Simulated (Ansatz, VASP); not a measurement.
# Ca: VASP beside Ansatz

```xyz
1
Lattice="0.0000 2.7942 2.7383 2.7942 0.0000 2.7383 2.7942 2.7942 0.0000" Properties=species:S:1:pos:R:3 pbc="T T T"
Ca    0.0000    0.0000    0.0000
```

Change from the starting cell: zz strain of -2 %.

Alike in both runs: task single point; functional PBEsol; k mesh 11 × 11 × 11; occupations fermi-dirac, width 0.05 eV; no spin polarisation.

```csv
,VASP,Ansatz
version,VASP 6.6.1,Ansatz 0.2.0
potentials or method,"VASP PAW PBE potentials, release 64 (Ca_sv), cutoff 520 eV","all-electron LAPW, scalar-relativistic"
```

|  | VASP | Ansatz | Ansatz less VASP |
| --- | --- | --- | --- |
| pressure (GPa) | -0.9 | -0.9 | +0.01 |
| traceless stress, the component that is largest in VASP (GPa) | 0.09 | 0.09 | -0.001 |

VASP's potentials were made for PBE, not for PBEsol. Ansatz ran all-electron here, and VASP with PAW potentials.
